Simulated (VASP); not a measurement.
# CaO (Imm2) in VASP: electric field gradients with PBE

Aim: the electric field gradients of CaO with PBE.

Program: VASP 6.6.1. These are calculated values, not measurements. Logs are shortened: lines on timing, memory, paths and dates and some standing lists are left out, and cuts for length are marked.

## 1. The cell of the first run

It takes space group Imm2 (No. 44, orthorhombic). The conventional cell has a = 3.463 Å, b = 4.898 Å, c = 3.463 Å, α = 90.00°, β = 90.00°, γ = 90.00°. Ca (site symmetry mm2) has 6 O at 2.31 to 2.59 Å within 3.1 Å. Within 3.1 Å of O (site symmetry mm2) lie 6 Ca at 2.31 to 2.59 Å.

## 2. Electric field gradients, PBE (atom 1 (Ca) moved by [0.141421, 0.141421, 0.0] A)

Input file INCAR:

```
SYSTEM = CaO
PREC = Accurate ; ENCUT = 520
EDIFF = 1E-8 ; ISMEAR = -1
SIGMA = 0.03 ; LREAL = .False.
LASPH = .True. ; NELM = 80
ALGO = Normal ; ISIF = 2
LWAVE = .False. ; LCHARG = .False.
GGA = PE ; LEFG = .True.
NBANDS = 15
```

Input file KPOINTS:

```
regular mesh
0
Gamma
  9 9 9
  0 0 0
```

Input file POSCAR:

```
CaO
1.0
    0.0000000000      2.4490000000      2.4490000000
    2.4490000000      0.0000000000      2.4490000000
    2.4490000000      2.4490000000      0.0000000000
Ca O
1 1
Direct
    0.0000000000      0.0000000000      0.0577464271
    0.5000000000      0.5000000000      0.5000000000
```

Potentials or basis: VASP PAW PBE potentials, release 64 (Ca_sv, O).

Launch:

```console
$ cat potpaw_PBE.64/Ca_sv/POTCAR potpaw_PBE.64/O/POTCAR > POTCAR
$ mpirun -np 1 vasp_std > vasp.out
```

OUTCAR:

```text
SYSTEM = CaO
   PREC = Accurate
   ENCUT = 520
   EDIFF = 1E-8
   ISMEAR = -1
   LREAL = .False.
   LASPH = .True.
   NELM = 80
   ISIF = 2
   GGA = PE

 ion  position               nearest neighbor table
   1  0.000  0.000  0.058-   2 2.31   2 2.31   2 2.46   2 2.46
   2  0.500  0.500  0.500-   1 2.31   1 2.31   1 2.46   1 2.46

  LATTYP: Found a face centered cubic cell.
 ALAT       =     4.8980000000

  Lattice vectors:

 A1 = (   0.0000000000,   2.4490000000,   2.4490000000)
 A2 = (   2.4490000000,   0.0000000000,   2.4490000000)
 A3 = (   2.4490000000,   2.4490000000,   0.0000000000)

Analysis of symmetry for initial positions (statically):
=====================================================================
 Subroutine PRICEL returns:
 Original cell was already a primitive cell.

 Routine SETGRP: Setting up the symmetry group for a
 face centered cubic supercell.

 Subroutine GETGRP returns: Found  4 space group operations
 (whereof  4 operations were pure point group operations)
 out of a pool of 48 trial point group operations.

The static configuration has the point symmetry C_2v.

Analysis of symmetry for dynamics (positions and initial velocities):
=====================================================================
 Subroutine PRICEL returns:
 Original cell was already a primitive cell.

 Routine SETGRP: Setting up the symmetry group for a
 face centered cubic supercell.

 Subroutine GETGRP returns: Found  4 space group operations
 (whereof  4 operations were pure point group operations)
 out of a pool of 48 trial point group operations.

The dynamic configuration has the point symmetry C_2v.

 Subroutine INISYM returns: Found  4 space group operations
 (whereof  4 operations are pure point group operations),
 and found     1 'primitive' translations

----------------------------------------------------------------------------------------

                                     Primitive cell

  volume of cell :      29.3762

  direct lattice vectors                    reciprocal lattice vectors
     0.000000000  2.449000000  2.449000000    -0.204164965  0.204164965  0.204164965
     2.449000000  0.000000000  2.449000000     0.204164965 -0.204164965  0.204164965
     2.449000000  2.449000000  0.000000000     0.204164965  0.204164965 -0.204164965

  length of vectors
     3.463409014  3.463409014  3.463409014     0.353624093  0.353624093  0.353624093

  position of ions in fractional coordinates (direct lattice)
     0.000000000  0.000000000  0.057746427
     0.500000000  0.500000000  0.500000000

  ion indices of the primitive-cell ions
   primitive index   ion index
                 1           1
                 2           2

----------------------------------------------------------------------------------------

 KPOINTS: regular mesh

Automatic generation of k-mesh.
 Grid dimensions read from file:
 generate k-points for:    9    9    9

 Generating k-lattice:

  Cartesian coordinates                     Fractional coordinates (reciprocal lattice)
    -0.022684996  0.022684996  0.022684996     0.111111111  0.000000000  0.000000000
     0.022684996 -0.022684996  0.022684996     0.000000000  0.111111111  0.000000000
     0.022684996  0.022684996 -0.022684996     0.000000000  0.000000000  0.111111111

  Length of vectors
     0.039291566  0.039291566  0.039291566

  Shift w.r.t. Gamma in fractional coordinates (k-lattice)
     0.000000000  0.000000000  0.000000000

 Subroutine IBZKPT returns following result:
 ===========================================

 Found    125 irreducible k-points:

 Following reciprocal coordinates:
            Coordinates               Weight
  0.000000  0.000000  0.000000      1.000000
  0.111111  0.000000  0.000000      4.000000
  0.000000  0.000000  0.111111      4.000000
  0.222222  0.000000  0.000000      4.000000
  0.000000  0.000000  0.222222      4.000000
  0.333333  0.000000  0.000000      4.000000
[... 16 lines left out ...]
  0.111111  0.111111 -0.333333      4.000000
 -0.444444  0.111111  0.000000      4.000000
 [... further k-points ...]
   k-points           NKPTS =    125   k-points in BZ     NKDIM =    125   number of bands    NBANDS=     15
   number of dos      NEDOS =    301   number of ions     NIONS =      2
   total plane-waves  NPLWV =  21952
   dimension x,y,z NGX =    28 NGY =   28 NGZ =   28
   dimension x,y,z NGXF=    56 NGYF=   56 NGZF=   56
   ions per type =               1   1
   NGX,Y,Z   is equivalent  to a cutoff of  13.44, 13.44, 13.44 a.u.
   NGXF,Y,Z  is equivalent  to a cutoff of  26.88, 26.88, 26.88 a.u.
 SYSTEM =  CaO
   PREC   = accura    normal or accurate (medium, high low for compatibility)
   ISTART =      0    job   : 0-new  1-cont  2-samecut
   ICHARG =      2    charge: 1-file 2-atom 10-const
   ISPIN  =      1    spin polarized calculation?
   LNONCOLLINEAR =      F non collinear calculations
   LSORBIT =      F    spin-orbit coupling
   LASPH  =      T    aspherical Exc in radial PAW
   ENCUT  =  520.0 eV  38.22 Ry    6.18 a.u.   6.44  6.44  6.44*2*pi/ulx,y,z
   NELM   =     80;   NELMIN=  2; NELMDL= -5     # of ELM steps
   EDIFF  = 0.1E-07   stopping-criterion for ELM
   LREAL  =      F    real-space projection
   EDIFFG = 0.1E-06   stopping-criterion for IOM
   NSW    =      0    number of steps for IOM
   IBRION =     -1    ionic relax: 0-MD 1-quasi-New 2-CG
   NFREE  =      0    steps in history (QN), initial steepest desc. (CG)
   ISIF   =      2    stress and relaxation
   ISYM   =      2    0-nonsym 1-usesym 2-fastsym
   POTIM  = 0.5000    time-step for ionic-motion
   TEBEG  =    0.0;   TEEND  =   0.0 temperature during run
   PSTRESS=    0.0 pullay stress
   NELECT =      16.0000    total number of electrons
   NUPDOWN=      -1.0000    fix difference up-down
   EMIN   =  10.00;   EMAX   =-10.00  energy-range for DOS
   EFERMI =   0.00;   METHOD = LEGACY
   ISMEAR =    -1;   SIGMA  =   0.03  broadening in eV -4-tet -1-fermi 0-gaus
   EFERMI_NEDOS =   21; number of points for ismear=-14 and -15
   IALGO  =     38    algorithm
   IMIX   =      4    mixing-type and parameters
     AMIX     =   0.40;   BMIX     =  1.00
     AMIX_MAG =   1.60;   BMIX_MAG =  1.00
  volume/ion in A,a.u.               =      14.69        99.12
  Fermi-wavevector in a.u.,A,eV,Ry     =   1.336953  2.526474 24.319632  1.787443
  Thomas-Fermi vector in A             =   2.465539
   LORBIT       =      0    0 simple, 1 ext, 2 COOP (PROOUT), +10 PAW based schemes
   GGA     = PE    functional components
   LHFCALC =     F    Hartree Fock is set to
   AEXX    =    0.0000 exact exchange contribution
   IVDW    =     0    specifies the selected vdW correction
   LEPSILON=     F    determine dielectric tensor
   LRPA    =     F    only Hartree local field effects (RPA)
 non-spin polarized calculation
  energy-cutoff  :      520.00
  volume of cell :       29.38
 maximum number of plane-waves:       809
 NGX is ok and might be reduce to    28
   NGX = 13   NGY = 13   NGZ = 13

 number of electron      16.0000004 magnetization

 Free energy of the ion-electron system (eV)
  ---------------------------------------------------
  ext. energy  EPLUGINS =         0.00000000
  ---------------------------------------------------
  free energy    TOTEN  =       -12.74727215 eV

  energy without entropy =      -12.74727214  energy(sigma->0) =      -12.74727214

 E-fermi :   2.5324     XC(G=0): -10.1897

 val. band max:        1.9298705790   @ k =   0.0000   0.0000   0.0000
 cond. band min:       5.8883087925   @ k =   0.0000   0.4444   0.4444
 fundamental gap:      3.9584382135
 Fermi energy:         2.5323920017

 k-point     1 :       0.0000    0.0000    0.0000
  band No.  band energies     occupation
      1     -35.7916      2.00000
      2     -16.6272      2.00000
      3     -16.5961      2.00000
      4     -16.5920      2.00000
      5     -13.3792      2.00000
      6       1.9196      2.00000
      7       1.9254      2.00000
      8       1.9299      2.00000
      9       6.2717      0.00000
     10       8.1381      0.00000
     11       8.2940      0.00000
     12       8.3065      0.00000
     13       9.6287      0.00000
     14       9.7495      0.00000
[... 401 lines left out ...]
      2     -17.4714      2.00000
      3     -16.6973      2.00000
      4     -16.6655      2.00000
      5     -12.4540      2.00000
      6      -0.2967      2.00000
      7       0.9186      2.00000
      8       1.0752      2.00000
      9       8.6892      0.00000
     10       9.1138      0.00000
     11      10.1360      0.00000
     12      10.5730      0.00000
     13      11.8873      0.00000
     14      12.5976      0.00000
     15      15.3490      0.00000

 [... further k-points ...]

------------------------ aborting loop because EDIFF is reached ----------------------------------------

  FORCE on cell =-STRESS in cart. coord.  units (eV):
  Direction    XX          YY          ZZ          XY          YZ          ZX
  --------------------------------------------------------------------------------------
  -------------------------------------------------------------------------------------
  Total       -0.2428309     -0.2428309     -0.6804954     -0.0532082      0.0000000      0.0000000
  in kB      -13.2439694    -13.2439694    -37.1141395     -2.9019711      0.0000000      0.0000000
  external PRESSURE =     -21.2006928 kB  Pullay stress =       0.0000000 kB

 VOLUME and BASIS-vectors are now :
 -----------------------------------------------------------------------------
  energy-cutoff  :      520.00
  volume of cell :       29.38
      direct lattice vectors                 reciprocal lattice vectors
     0.000000000  2.449000000  2.449000000    -0.204164965  0.204164965  0.204164965
     2.449000000  0.000000000  2.449000000     0.204164965 -0.204164965  0.204164965
     2.449000000  2.449000000  0.000000000     0.204164965  0.204164965 -0.204164965

 POSITION                                       TOTAL-FORCE (eV/Angst)
 -----------------------------------------------------------------------------------
      0.14142      0.14142      0.00000        -0.353279     -0.353279      0.000000
      2.44900      2.44900      2.44900         0.353279      0.353279     -0.000000
 -----------------------------------------------------------------------------------
    total drift:                               -0.000017     -0.000017      0.000000

  FREE ENERGIE OF THE ION-ELECTRON SYSTEM (eV)
  ---------------------------------------------------
  free  energy   TOTEN  =       -12.7472721450 eV

  energy  without entropy=      -12.7472721450  energy(sigma->0) =      -12.74727214

 Electric field gradients (V/A^2)
---------------------------------------------------------------------
 ion       V_xx      V_yy      V_zz      V_xy      V_xz      V_yz
---------------------------------------------------------------------
   1      -2.074    -2.074     4.148     4.560    -0.000    -0.000
   2      -1.604    -1.604     3.209     1.769    -0.002    -0.002
---------------------------------------------------------------------

 Electric field gradients after diagonalization (V/A^2)
 (convention: |V_zz| > |V_xx| > |V_yy|)
----------------------------------------------------------------------
 ion       V_xx      V_yy      V_zz     asymmetry (V_yy - V_xx)/ V_zz
----------------------------------------------------------------------
   1       4.148     2.486    -6.634       0.250
   2       3.209     0.164    -3.373       0.902
----------------------------------------------------------------------

           NMR quadrupolar parameters

 Cq : quadrupolar parameter    Cq=e*Q*V_zz/h
 eta: asymmetry parameters     (V_yy - V_xx)/ V_zz
 Q  : nuclear electric quadrupole moment in mb (millibarn)
----------------------------------------------------------------------
 ion       Cq(MHz)       eta       Q (mb)
----------------------------------------------------------------------
   1      -0.016       0.250       1.000
   2      -0.008       0.902       1.000
----------------------------------------------------------------------
```

Run time: 51 s. Hardware: 1 thread of AMD EPYC 7R13 (Zen 3), shared host; peak memory 0.17 GiB.

What came out:

* Free energy: -12.7473 eV
* Pressure: -2.1 GPa
* Largest force: 0.500 eV/Å
* Band gap on the k mesh: 3.96 eV (least direct gap 4.25 eV)
* Largest electric field gradient by atom: Ca -6.6; O -3.4 V/Å²

Forces on the atoms (eV/Å):
```
Ca  -0.353 -0.353  0.000
O    0.353  0.353  0.000
```

Levels at points of the mesh, in eV from the valence-band top:
| k point | band 4 | band 5 | band 6 | band 7 | band 8 | band 9 | band 10 | band 11 | band 12 | band 13 |
| --- | --- | --- | --- | --- | --- | --- | --- | --- | --- | --- |
| (0.00, 0.00, 0.00) | -18.52 | -15.31 | -0.01 | 0.00 | 0.00 | 4.34 | 6.21 | 6.36 | 6.38 | 7.70 |

Electric field gradients, principal values (V/Å²):
| atom | least | middle | greatest (by size) |
| --- | --- | --- | --- |
| 1 Ca | 2.486 | 4.148 | -6.634 |
| 2 O | 0.164 | 3.209 | -3.373 |

Caveat: the cell differs from its parent crystal (atom 1 (Ca) moved by [0.141421, 0.141421, 0.0] A); without QUAD_EFG the Cq values of the log hold for a quadrupole moment of 1 mb, not for the nuclei.
